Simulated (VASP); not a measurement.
Crystal: Au.

```
Au
1.0
     0.00000    2.03882    2.03882
     2.03882    0.00000    2.03882
     2.03882    2.03882    0.00000
Au
1
Direct
  0.00000 0.00000 0.00000
```

| Property | Result |
| --- | --- |
| Program | VASP 6.6.1 |
| Task | relaxation of cell and atoms |
| Functional | LDA |
| Potentials or basis | VASP PAW LDA potentials, release 64 (Au) |
| Cutoff | 600 eV |
| k mesh | 18 × 18 × 18 |
| Occupations | fermi-dirac, width 0.08 eV |
| Spin | no spin polarisation |

At the start: pressure -3.4 GPa; volume 16.95 Å³/atom.

Question: Where does the relaxation end?

Answer: Over 3 steps the energy falls by 3.4 meV/atom and the volume is 16.64 Å³/atom (-1.8 %); space group Fm-3m (No. 225, to 0.05 Å).

Step by step:
```csv
step,energy change (eV),largest force (eV/Å),pressure (GPa),volume (Å³)
1,0.0000,0.0000,-3.42,16.95
2,0.0088,0.0000,7.28,16.08
3,-0.0034,0.0000,-0.04,16.64
```

Final structure:
```yaml
crystal:
  lattice:
    - [0.00000, 2.02630, 2.02630]
    - [2.02630, 0.00000, 2.02630]
    - [2.02630, 2.02630, 0.00000]
  atoms:
    - { symbol: Au, position: [0.00000, 0.00000, 0.00000] }
```
